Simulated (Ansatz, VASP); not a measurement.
One calculation of GaO, two programs

```
CELL_PARAMETERS angstrom
2.63633 0.00000 0.00000
0.00000 2.63633 0.00000
0.00000 0.00000 3.39629
ATOMIC_POSITIONS crystal
Ga 0.00000 0.00000 0.00000
O 0.50000 0.50000 0.50000
```

Change from the starting cell: species swapped into the CdPt type (P4/mmm, No. 123).

Alike in both runs: task single point; functional PBE; k mesh 6 × 6 × 6; occupations gaussian, width 0.1 eV; no spin polarisation.

|  | VASP | Ansatz |
| --- | --- | --- |
| version | VASP 6.6.1 | Ansatz 0.2.0 |
| potentials or method | VASP PAW PBE potentials, release 64 (Ga_d, O), cutoff 520 eV | scalar-relativistic, plane waves, PAW |
| valence electrons in the cell | 19 | 19 |

```csv
,VASP,Ansatz,Ansatz less VASP
gap on the k mesh at the Fermi level (eV),none,none,-
pressure (GPa),-3.2,-3.4,-0.19
"traceless stress, the component that is largest in VASP (GPa)",-32.58,-32.58,-0.007
```

A gap of «none» marks a metal or a gap that the smearing closes.

The k mesh is coarse, so the values compare programs but aren't converged.
